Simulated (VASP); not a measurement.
Set up this calculation in VASP 6.6.1, as the native input.

```
Task                   : single point
Functional             : PBE
Dispersion             : D3(BJ)
Potentials or basis    : VASP PAW PBE potentials, release 64 (Pt, S)
Cutoff                 : 520 eV
k mesh                 : 6 × 6 × 4
Occupations            : gaussian, width 0.1 eV
Spin                   : no spin polarisation
Dipole correction      : no
Further INCAR settings : LREAL = Auto; ALGO = Normal; EDIFF = 1e-07; NBANDS = 102
```

The structure of Pt8S15 (a cell with a defect) lies in POSCAR:

```
Pt8S15
1.0
    3.5833083375     -6.2064720997      0.0000000000
    3.5833083375      6.2064720997      0.0000000000
    0.0000000000      0.0000000000      9.3245486439
Pt S
8 15
Direct
    0.4999930334     -0.0000139333     -0.0013946153
    0.5008838859      0.0017677717      0.5041125309
    1.0000000000      0.0000000000     -0.0020467858
    1.0000000000      0.0000000000      0.5013444367
    0.4999930334      0.5000069666     -0.0013946153
    0.5008838859      0.4991161141      0.5041125309
    0.0000139333      0.5000069666     -0.0013946153
   -0.0017677717      0.4991161141      0.5041125309
    0.3379453499      0.1689726750      0.6268542171
    0.8327156807      0.1672843193      0.1287125294
    0.8310273250      0.1689726750      0.6268542171
    0.3333333333      0.6666666667      0.1286302958
    0.3333333333      0.6666666667      0.6324497385
    0.8327156807      0.6654313614      0.1287125294
    0.8310273250      0.6620546501      0.6268542171
    0.3345686386      0.1672843193      0.1287125294
    0.6666666667      0.3333333333      0.8692003321
    0.1672660536      0.3345321071      0.3724588602
    0.1673562264      0.3347124528      0.8691890957
    0.6654678929      0.8327339464      0.3724588602
    0.6652875472      0.8326437736      0.8691890957
    0.1672660536      0.8327339464      0.3724588602
    0.1673562264      0.8326437736      0.8691890957
```

One way to write it, as run:

INCAR

```
SYSTEM = Pt8S15
PREC = Accurate ; ENCUT = 520
EDIFF = 1E-7 ; ISMEAR = 0
SIGMA = 0.1 ; LREAL = Auto
LASPH = .TRUE. ; NELM = 100
ALGO = Normal ; ISIF = 2
LWAVE = .FALSE. ; LCHARG = .FALSE.
GGA = PE ; IVDW = 12
NBANDS = 102
```

KPOINTS

```
regular mesh
0
G
  6 6 4
  0 0 0
```

Potentials or basis: VASP PAW PBE potentials, release 64 (Pt, S).

The run is started by

```console
$ cat potpaw_PBE.64/Pt/POTCAR potpaw_PBE.64/S/POTCAR > POTCAR
$ mpirun -np 1 vasp_std > vasp.out
```

Results of the run:

The pressure is -1.9 GPa, the largest force is 0.054 eV/Å and the band gap on the k mesh is zero (band 85 reaches 7.47 eV, above the bottom of band 86 at 7.23 eV). The dispersion energy per atom is -0.436 eV.

Caveat: spin-orbit coupling is left out, which moves the levels of the heavy elements.

Wall time 31 min on 1 thread of Intel(R) Xeon(R) Platinum 8259CL CPU @ 2.50GHz (Skylake/Cascade Lake) (shared host), peak memory 0.85 GiB.
